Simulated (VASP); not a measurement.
# ZnSe (P4/nmm) in VASP: settings compared

The runs below take ZnSe through single point, with PBE+D2, PBE+TS, PBE-based screened hybrid with 30 % exact exchange, PBE.

All numbers are computed with VASP 6.6.1; they aren't measurements. Logs are shortened: lines on timing, memory, paths and dates and some standing lists are left out, and cuts for length are marked.

### 1 The cell of the first run

Symmetry: P4/nmm, No. 129, tetragonal system. The conventional cell has a = 4.108 Å, b = 4.108 Å, c = 6.070 Å, α = 90.00°, β = 90.00°, γ = 90.00°. Se (site symmetry 4mm) has 4 Zn at 2.54 Å within 3.4 Å. Within 3.4 Å of Zn (site symmetry -4m2) lie 4 Se at 2.54 Å and 4 Zn at 2.90 Å.

### 2 Single point, PBE+D2

The input, INCAR:

```
SYSTEM = ZnSe
PREC = Accurate
ENCUT = 520
EDIFF = 1E-7
ISMEAR = 0
SIGMA = 0.02
LREAL = .False.
LASPH = .True.
ALGO = Normal
NELM = 100
ISIF = 2
LWAVE = .False.
LCHARG = .False.
IVDW = 1
```

The input, KPOINTS:

```
k-points
0
Gamma
  5 5 3
```

The input, POSCAR:

```
ZnSe
1.0
    4.1077020000      0.0000000000      0.0000000000
    0.0000000000      4.1077020000      0.0000000000
    0.0000000000      0.0000000000      6.0703500000
Se Zn
2 2
Direct
    0.5000000000      0.0000000000      0.7537200000
    0.0000000000      0.5000000000      0.2462800000
    0.5000000000      0.5000000000      0.0000000000
    0.0000000000      0.0000000000      0.0000000000
```

Potentials or basis: VASP PAW PBE potentials, release 64 (Se, Zn).

Run with:

```
$ cat potpaw_PBE.64/Se/POTCAR potpaw_PBE.64/Zn/POTCAR > POTCAR
$ mpirun -np 1 vasp_std > vasp.out
```

OUTCAR:

```text
SYSTEM = ZnSe
   PREC = Accurate
   ENCUT = 520
   EDIFF = 1E-7
   ISMEAR = 0
   LREAL = .False.
   LASPH = .True.
   NELM = 100
   ISIF = 2
   IVDW = 1
  IVDW =   1

 Found     12 irreducible k-points:

 Following reciprocal coordinates:
            Coordinates               Weight
  0.000000  0.000000  0.000000      1.000000
  0.200000  0.000000  0.000000      4.000000
  0.400000  0.000000  0.000000      4.000000
  0.200000  0.200000  0.000000      4.000000
  0.400000  0.200000  0.000000      8.000000
  0.400000  0.400000  0.000000      4.000000
   k-points           NKPTS =     12   k-points in BZ     NKDIM =     12   number of bands    NBANDS=     22
   number of dos      NEDOS =    301   number of ions     NIONS =      4
   total plane-waves  NPLWV =  49152
   dimension x,y,z NGX =    32 NGY =   32 NGZ =   48
   dimension x,y,z NGXF=    64 NGYF=   64 NGZF=   96
   ions per type =               2   2
   NGX,Y,Z   is equivalent  to a cutoff of  12.95, 12.95, 13.15 a.u.
   NGXF,Y,Z  is equivalent  to a cutoff of  25.90, 25.90, 26.29 a.u.
 SYSTEM =  ZnSe
   PREC   = accura    normal or accurate (medium, high low for compatibility)
   ISTART =      0    job   : 0-new  1-cont  2-samecut
   ICHARG =      2    charge: 1-file 2-atom 10-const
   ISPIN  =      1    spin polarized calculation?
   LNONCOLLINEAR =      F non collinear calculations
   LSORBIT =      F    spin-orbit coupling
   LASPH  =      T    aspherical Exc in radial PAW
   ENCUT  =  520.0 eV  38.22 Ry    6.18 a.u.   7.64  7.64 11.29*2*pi/ulx,y,z
   NELM   =    100;   NELMIN=  2; NELMDL= -5     # of ELM steps
   EDIFF  = 0.1E-06   stopping-criterion for ELM
   LREAL  =      F    real-space projection
   EDIFFG = 0.1E-05   stopping-criterion for IOM
   NSW    =      0    number of steps for IOM
   IBRION =     -1    ionic relax: 0-MD 1-quasi-New 2-CG
   NFREE  =      0    steps in history (QN), initial steepest desc. (CG)
   ISIF   =      2    stress and relaxation
   ISYM   =      2    0-nonsym 1-usesym 2-fastsym
   POTIM  = 0.5000    time-step for ionic-motion
   TEBEG  =    0.0;   TEEND  =   0.0 temperature during run

   SCALEE = 1.0000    scale energy and forces
   PSTRESS=    0.0 pullay stress
   NELECT =      36.0000    total number of electrons
   NUPDOWN=      -1.0000    fix difference up-down
   EMIN   =  10.00;   EMAX   =-10.00  energy-range for DOS
   EFERMI =   0.00;   METHOD = LEGACY
   ISMEAR =     0;   SIGMA  =   0.02  broadening in eV -4-tet -1-fermi 0-gaus
   EFERMI_NEDOS =   21; number of points for ismear=-14 and -15
   IALGO  =     38    algorithm
   IMIX   =      4    mixing-type and parameters
     AMIX     =   0.40;   BMIX     =  1.00
     AMIX_MAG =   1.60;   BMIX_MAG =  1.00
  volume/ion in A,a.u.               =      25.61       172.80
  Fermi-wavevector in a.u.,A,eV,Ry     =   1.155328  2.183253 18.160809  1.334782
  Thomas-Fermi vector in A             =   2.291957
   LORBIT       =      0    0 simple, 1 ext, 2 COOP (PROOUT), +10 PAW based schemes
   GGA     = PE    functional components
   LHFCALC =     F    Hartree Fock is set to
   AEXX    =    0.0000 exact exchange contribution
   IVDW    =     1    specifies the selected vdW correction
   LEPSILON=     F    determine dielectric tensor
   LRPA    =     F    only Hartree local field effects (RPA)

   CSHIFT  =0.1000    complex shift for real part using Kramers Kronig

   OMEGAMAX=  -1.0    maximum frequency
 non-spin polarized calculation
 Gauss-broadening in eV      SIGMA  =   0.02
  energy-cutoff  :      520.00
  volume of cell :      102.43
 maximum number of plane-waves:      2779
 NGX is ok and might be reduce to    32
   NGX = 15   NGY = 15   NGZ = 23

 number of electron      35.9999984 magnetization

 Free energy of the ion-electron system (eV)
  ---------------------------------------------------
  ext. energy  EPLUGINS =         0.00000000
  ---------------------------------------------------
  free energy    TOTEN  =       -11.41637300 eV

  energy without entropy =      -11.41637300  energy(sigma->0) =      -11.41637300

 E-fermi :   0.7294     XC(G=0):  -8.6589

 val. band max:        0.6370400323   @ k =   0.0000   0.0000   0.0000
 cond. band min:       2.5787035431   @ k =   0.0000   0.0000   0.0000
 fundamental gap:      1.9416635108
 Fermi energy:         0.7294359881

 k-point     1 :       0.0000    0.0000    0.0000
  band No.  band energies     occupation
      1     -12.2387      2.00000
      2     -11.3200      2.00000
      3      -6.0655      2.00000
      4      -6.0584      2.00000
      5      -5.9813      2.00000
      6      -5.9813      2.00000
[... 14 lines left out ...]
     21       3.6908      0.00000
     22       6.4155      0.00000

 k-point     2 :       0.2000    0.0000    0.0000
  band No.  band energies     occupation
      1     -12.0835      2.00000
      2     -11.3211      2.00000
      3      -6.0375      2.00000
      4      -5.9871      2.00000
      5      -5.9326      2.00000
      6      -5.9151      2.00000
[... 14 lines left out ...]
     21       5.0246      0.00000
     22       6.5898      0.00000

 k-point     3 :       0.4000    0.0000    0.0000
  band No.  band energies     occupation
      1     -11.7233      2.00000
      2     -11.4187      2.00000
      3      -5.9266      2.00000
      4      -5.7945      2.00000
      5      -5.7943      2.00000
      6      -5.7774      2.00000
[... 14 lines left out ...]
     21       6.2328      0.00000
     22       6.8157      0.00000

 k-point     4 :       0.2000    0.2000    0.0000
  band No.  band energies     occupation
      1     -11.9395      2.00000
      2     -11.3067      2.00000
      3      -6.1104      2.00000
      4      -5.9068      2.00000
      5      -5.8722      2.00000
      6      -5.8496      2.00000
[... 14 lines left out ...]
     21       5.5697      0.00000
     22       6.6001      0.00000

 k-point     5 :       0.4000    0.2000    0.0000
  band No.  band energies     occupation
      1     -11.6140      2.00000
      2     -11.3611      2.00000
      3      -6.0581      2.00000
      4      -5.8485      2.00000
      5      -5.7940      2.00000
      6      -5.7747      2.00000
[... 14 lines left out ...]
     21       5.2595      0.00000
     22       5.6103      0.00000

 k-point     6 :       0.4000    0.4000    0.0000
  band No.  band energies     occupation
      1     -11.3944      2.00000
      2     -11.2932      2.00000
      3      -6.1343      2.00000
      4      -6.0370      2.00000
      5      -5.7539      2.00000
      6      -5.7154      2.00000
[... 14 lines left out ...]
     21       4.4879      0.00000
     22       4.7213      0.00000

 [... further k-points ...]

------------------------ aborting loop because EDIFF is reached ----------------------------------------

  DFT-D2 method for vdW energy calculation

  Number of pair interactions contributing to vdW energy:   51212

  Edisp (eV):   -0.74729

  FORCE on cell =-STRESS in cart. coord.  units (eV):
  Direction    XX          YY          ZZ          XY          YZ          ZX
  --------------------------------------------------------------------------------------
  -------------------------------------------------------------------------------------
  Total      -0.66173    -0.66173    -0.94362     0.00000     0.00000     0.00000
  in kB     -10.35094   -10.35094   -14.76030     0.00000     0.00000     0.00000
  external pressure =      -11.82 kB  Pullay stress =        0.00 kB

 VOLUME and BASIS-vectors are now :
 -----------------------------------------------------------------------------
  energy-cutoff  :      520.00
  volume of cell :      102.43
      direct lattice vectors                 reciprocal lattice vectors
     4.107702000  0.000000000  0.000000000     0.243445118  0.000000000  0.000000000
     0.000000000  4.107702000  0.000000000     0.000000000  0.243445118  0.000000000
     0.000000000  0.000000000  6.070350000     0.000000000  0.000000000  0.164735147

 POSITION                                       TOTAL-FORCE (eV/Angst)
 -----------------------------------------------------------------------------------
      2.05385      0.00000      4.57534        -0.000000      0.000000      0.024501
      0.00000      2.05385      1.49501        -0.000000     -0.000000     -0.024501
      2.05385      2.05385      0.00000         0.000000      0.000000      0.000000
      0.00000      0.00000      0.00000        -0.000000     -0.000000      0.000000
 -----------------------------------------------------------------------------------
    total drift:                                0.000000     -0.000000     -0.000000

  FREE ENERGIE OF THE ION-ELECTRON SYSTEM (eV)
  ---------------------------------------------------
  free  energy   TOTEN  =       -12.1636641872 eV

  energy  without entropy=      -12.1636641872  energy(sigma->0) =      -12.16366419
```

Wall time 14 s (1 thread of Intel Xeon 6975P-C (Granite Rapids), shared host); peak memory 0.22 GiB.

Results:

```yaml
Free_energy: -12.1637 eV
Pressure: -1.2 GPa
Largest_force: 0.025 eV/Å
Band_gap_on_the_k_mesh: 1.94 eV
Dispersion_energy_per_atom: -0.187 eV
```

Forces in eV/Å, atoms in the order of the input:
```
Se   0.000  0.000  0.025
Se   0.000  0.000 -0.025
Zn   0.000  0.000  0.000
Zn   0.000  0.000  0.000
```

Caveat: an odd mesh through Γ misses points on the zone boundary, where band edges can lie.

### 3 Single point, PBE+TS

INCAR: that of step 2 with these lines changed.

```diff
@@ -13,2 +13,2 @@
 LCHARG = .False.
-IVDW = 1
+IVDW = 2
```

KPOINTS is that of step 2.

POSCAR is that of step 2.

Potentials or basis: VASP PAW PBE potentials, release 64 (Se, Zn).

Run with:

```
$ cat potpaw_PBE.64/Se/POTCAR potpaw_PBE.64/Zn/POTCAR > POTCAR
$ mpirun -np 1 vasp_std > vasp.out
```

OUTCAR:

```text
SYSTEM = ZnSe
   PREC = Accurate
   ENCUT = 520
   EDIFF = 1E-7
   ISMEAR = 0
   LREAL = .False.
   LASPH = .True.
   NELM = 100
   ISIF = 2
   IVDW = 2
  IVDW =   2

 Found     12 irreducible k-points:

 Following reciprocal coordinates:
            Coordinates               Weight
  0.000000  0.000000  0.000000      1.000000
  0.200000  0.000000  0.000000      4.000000
  0.400000  0.000000  0.000000      4.000000
  0.200000  0.200000  0.000000      4.000000
  0.400000  0.200000  0.000000      8.000000
  0.400000  0.400000  0.000000      4.000000
   k-points           NKPTS =     12   k-points in BZ     NKDIM =     12   number of bands    NBANDS=     22
   number of dos      NEDOS =    301   number of ions     NIONS =      4
   total plane-waves  NPLWV =  49152
   dimension x,y,z NGX =    32 NGY =   32 NGZ =   48
   dimension x,y,z NGXF=    64 NGYF=   64 NGZF=   96
   ions per type =               2   2
   NGX,Y,Z   is equivalent  to a cutoff of  12.95, 12.95, 13.15 a.u.
   NGXF,Y,Z  is equivalent  to a cutoff of  25.90, 25.90, 26.29 a.u.
 SYSTEM =  ZnSe
   PREC   = accura    normal or accurate (medium, high low for compatibility)
   ISTART =      0    job   : 0-new  1-cont  2-samecut
   ICHARG =      2    charge: 1-file 2-atom 10-const
   ISPIN  =      1    spin polarized calculation?
   LNONCOLLINEAR =      F non collinear calculations
   LSORBIT =      F    spin-orbit coupling
   LASPH  =      T    aspherical Exc in radial PAW
   ENCUT  =  520.0 eV  38.22 Ry    6.18 a.u.   7.64  7.64 11.29*2*pi/ulx,y,z
   NELM   =    100;   NELMIN=  2; NELMDL= -5     # of ELM steps
   EDIFF  = 0.1E-06   stopping-criterion for ELM
   LREAL  =      F    real-space projection
   EDIFFG = 0.1E-05   stopping-criterion for IOM
   NSW    =      0    number of steps for IOM
   IBRION =     -1    ionic relax: 0-MD 1-quasi-New 2-CG
   NFREE  =      0    steps in history (QN), initial steepest desc. (CG)
   ISIF   =      2    stress and relaxation
   ISYM   =      2    0-nonsym 1-usesym 2-fastsym
   POTIM  = 0.5000    time-step for ionic-motion
   TEBEG  =    0.0;   TEEND  =   0.0 temperature during run

   SCALEE = 1.0000    scale energy and forces
   PSTRESS=    0.0 pullay stress
   NELECT =      36.0000    total number of electrons
   NUPDOWN=      -1.0000    fix difference up-down
   EMIN   =  10.00;   EMAX   =-10.00  energy-range for DOS
   EFERMI =   0.00;   METHOD = LEGACY
   ISMEAR =     0;   SIGMA  =   0.02  broadening in eV -4-tet -1-fermi 0-gaus
   EFERMI_NEDOS =   21; number of points for ismear=-14 and -15
   IALGO  =     38    algorithm
   IMIX   =      4    mixing-type and parameters
     AMIX     =   0.40;   BMIX     =  1.00
     AMIX_MAG =   1.60;   BMIX_MAG =  1.00
  volume/ion in A,a.u.               =      25.61       172.80
  Fermi-wavevector in a.u.,A,eV,Ry     =   1.155328  2.183253 18.160809  1.334782
  Thomas-Fermi vector in A             =   2.291957
   LORBIT       =      0    0 simple, 1 ext, 2 COOP (PROOUT), +10 PAW based schemes
   GGA     = PE    functional components
   LHFCALC =     F    Hartree Fock is set to
   AEXX    =    0.0000 exact exchange contribution
   IVDW    =     2    specifies the selected vdW correction
   LEPSILON=     F    determine dielectric tensor
   LRPA    =     F    only Hartree local field effects (RPA)

   CSHIFT  =0.1000    complex shift for real part using Kramers Kronig

   OMEGAMAX=  -1.0    maximum frequency
 non-spin polarized calculation
 Gauss-broadening in eV      SIGMA  =   0.02
  energy-cutoff  :      520.00
  volume of cell :      102.43
 maximum number of plane-waves:      2779
 NGX is ok and might be reduce to    32
   NGX = 15   NGY = 15   NGZ = 23

 number of electron      35.9999984 magnetization

 Free energy of the ion-electron system (eV)
  ---------------------------------------------------
  ext. energy  EPLUGINS =         0.00000000
  ---------------------------------------------------
  free energy    TOTEN  =       -11.41637300 eV

  energy without entropy =      -11.41637300  energy(sigma->0) =      -11.41637300

 E-fermi :   0.7294     XC(G=0):  -8.6589

 val. band max:        0.6370400323   @ k =   0.0000   0.0000   0.0000
 cond. band min:       2.5787035431   @ k =   0.0000   0.0000   0.0000
 fundamental gap:      1.9416635108
 Fermi energy:         0.7294359881

 k-point     1 :       0.0000    0.0000    0.0000
  band No.  band energies     occupation
      1     -12.2387      2.00000
      2     -11.3200      2.00000
      3      -6.0655      2.00000
      4      -6.0584      2.00000
      5      -5.9813      2.00000
      6      -5.9813      2.00000
[... 14 lines left out ...]
     21       3.6908      0.00000
     22       6.4155      0.00000

 k-point     2 :       0.2000    0.0000    0.0000
  band No.  band energies     occupation
      1     -12.0835      2.00000
      2     -11.3211      2.00000
      3      -6.0375      2.00000
      4      -5.9871      2.00000
      5      -5.9326      2.00000
      6      -5.9151      2.00000
[... 14 lines left out ...]
     21       5.0246      0.00000
     22       6.5898      0.00000

 k-point     3 :       0.4000    0.0000    0.0000
  band No.  band energies     occupation
      1     -11.7233      2.00000
      2     -11.4187      2.00000
      3      -5.9266      2.00000
      4      -5.7945      2.00000
      5      -5.7943      2.00000
      6      -5.7774      2.00000
[... 14 lines left out ...]
     21       6.2328      0.00000
     22       6.8157      0.00000

 k-point     4 :       0.2000    0.2000    0.0000
  band No.  band energies     occupation
      1     -11.9395      2.00000
      2     -11.3067      2.00000
      3      -6.1104      2.00000
      4      -5.9068      2.00000
      5      -5.8722      2.00000
      6      -5.8496      2.00000
[... 14 lines left out ...]
     21       5.5697      0.00000
     22       6.6001      0.00000

 k-point     5 :       0.4000    0.2000    0.0000
  band No.  band energies     occupation
      1     -11.6140      2.00000
      2     -11.3611      2.00000
      3      -6.0581      2.00000
      4      -5.8485      2.00000
      5      -5.7940      2.00000
      6      -5.7747      2.00000
[... 14 lines left out ...]
     21       5.2595      0.00000
     22       5.6103      0.00000

 k-point     6 :       0.4000    0.4000    0.0000
  band No.  band energies     occupation
      1     -11.3944      2.00000
      2     -11.2932      2.00000
      3      -6.1343      2.00000
      4      -6.0370      2.00000
      5      -5.7539      2.00000
      6      -5.7154      2.00000
[... 14 lines left out ...]
     21       4.4879      0.00000
     22       4.7213      0.00000

 [... further k-points ...]

------------------------ aborting loop because EDIFF is reached ----------------------------------------

  Hirshfeld charges:
            ion         q(e)
   ------------------------------
      1     Se      -0.17968001
      2     Se      -0.17968001
      3     Zn       0.17968001
      4     Zn       0.17968001

  Tkatchenko/Scheffler method for vdW energy calculation

  Number of pair interactions contributing to vdW energy:   51212

  Edisp (eV):   -0.78062

  FORCE on cell =-STRESS in cart. coord.  units (eV):
  Direction    XX          YY          ZZ          XY          YZ          ZX
  --------------------------------------------------------------------------------------
  -------------------------------------------------------------------------------------
  Total      -0.81299    -0.81299    -0.93172     0.00000     0.00000     0.00000
  in kB     -12.71701   -12.71701   -14.57416     0.00000     0.00000     0.00000
  external pressure =      -13.34 kB  Pullay stress =        0.00 kB

 VOLUME and BASIS-vectors are now :
 -----------------------------------------------------------------------------
  energy-cutoff  :      520.00
  volume of cell :      102.43
      direct lattice vectors                 reciprocal lattice vectors
     4.107702000  0.000000000  0.000000000     0.243445118  0.000000000  0.000000000
     0.000000000  4.107702000  0.000000000     0.000000000  0.243445118  0.000000000
     0.000000000  0.000000000  6.070350000     0.000000000  0.000000000  0.164735147

 POSITION                                       TOTAL-FORCE (eV/Angst)
 -----------------------------------------------------------------------------------
      2.05385      0.00000      4.57534        -0.000000      0.000000      0.024738
      0.00000      2.05385      1.49501        -0.000000     -0.000000     -0.024738
      2.05385      2.05385      0.00000         0.000000      0.000000      0.000000
      0.00000      0.00000      0.00000        -0.000000     -0.000000      0.000000
 -----------------------------------------------------------------------------------
    total drift:                                0.000000     -0.000000     -0.000000

  FREE ENERGIE OF THE ION-ELECTRON SYSTEM (eV)
  ---------------------------------------------------
  free  energy   TOTEN  =       -12.1969901913 eV

  energy  without entropy=      -12.1969901913  energy(sigma->0) =      -12.19699019
```

stdout:

```text
POSCAR found type information on POSCAR SeZn
 POSCAR found :  2 types and       4 ions
 scaLAPACK will be used
 LDA part: xc-table for (Slater+PW92), standard interpolation
 POSCAR, INCAR and KPOINTS ok, starting setup
 FFT: planning ... GRIDC
 FFT: planning ... GRID_SOFT
 FFT: planning ... GRID
 WAVECAR not read
 entering main loop
 augmentation electrons   36.0153265320607
 total        electrons   36.0153265320607
 augmentation electrons   175.864708065969
 total        electrons   175.864708065969
 augmentation electrons   13.8654407578593
 soft         electrons   22.1498841832761
 total        electrons   36.0153249411354
 translations:           2           2           1
```

Wall time 17 s (1 thread of Intel Xeon 6975P-C (Granite Rapids), shared host); peak memory 0.22 GiB.

What came out:

| Item | Value |
| --- | --- |
| Free energy | -12.1970 eV |
| Pressure | -1.3 GPa |
| Largest force | 0.025 eV/Å |
| Band gap on the k mesh | 1.94 eV |
| Hirshfeld charges | Se -0.18; Zn +0.18 e |
| Dispersion energy per atom | -0.195 eV |

Forces on the atoms (eV/Å):
```
Se   0.000  0.000  0.025
Se   0.000  0.000 -0.025
Zn   0.000  0.000  0.000
Zn   0.000  0.000  0.000
```

Stress tensor (GPa, compression positive):
```
-1.27  0.00  0.00
 0.00 -1.27  0.00
 0.00  0.00 -1.46
```

Caveat: an odd mesh through Γ misses points on the zone boundary, where band edges can lie.

[end of part 1 of 2]
